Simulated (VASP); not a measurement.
Here is a VASP 6.6.1 calculation.

File POSCAR:

```
Pd
1.0
   -1.5558210181      1.5558210181      1.5558210181
    1.5558210181     -1.5558210181      1.5558210181
    1.5558210181      1.5558210181     -1.5558210181
Pd
1
Direct
    0.0000000000      0.0000000000      0.0000000000
```

INCAR.step1

```
SYSTEM = Pd
  PREC = Accurate
  ENCUT = 520
  ISMEAR = -1
  SIGMA = 0.1
  LREAL = .FALSE.
  LASPH = .TRUE.
  NELM = 150
  LNONCOLLINEAR = .TRUE.
  MAGMOM = 0 0 0
  LSORBIT = .TRUE.
  GGA_COMPAT = .FALSE.
  LMAXMIX = 4
  NBANDS = 21
  GGA = PE
  ALGO = Normal
  EDIFF = 1E-4
  LWAVE = .TRUE.
  LCHARG = .FALSE.
```

INCAR.step2

```
SYSTEM = Pd
  PREC = Accurate
  ENCUT = 520
  EDIFF = 1E-6
  ISMEAR = -1
  SIGMA = 0.1
  LREAL = .FALSE.
  LASPH = .TRUE.
  NELM = 150
  ALGO = Normal
  ISIF = 2
  LWAVE = .FALSE.
  LCHARG = .FALSE.
  LNONCOLLINEAR = .TRUE.
  MAGMOM = 0 0 0
  LORBIT = 11
  LSORBIT = .TRUE.
  GGA_COMPAT = .FALSE.
  LORBMOM = .TRUE.
  LMAXMIX = 4
  METAGGA = R2SCAN
  LMIXTAU = .TRUE.
  NBANDS = 21
  ISTART = 1
```

Contents of KPOINTS:

```
Automatic mesh
0
G
  14 14 14
  0 0 0
```

Potentials or basis: VASP PAW PBE potentials, release 64 (Pd).

Launch:

```console
$ cat potpaw_PBE.64/Pd/POTCAR > POTCAR
$ cp INCAR.step1 INCAR
$ mpirun -np 1 vasp_ncl > vasp.out
$ cp INCAR.step2 INCAR
$ mpirun -np 1 vasp_ncl > vasp.out
```

Predict the pressure.

0.8 GPa.

Predict the net moment.

0.00 μB per cell.

Moments on the atoms (μB; x, y, z):
```
Pd  0.00 0.00 0.00
```

Caveat: the PAW data sets were made with another functional, which shifts forces and pressure a little.
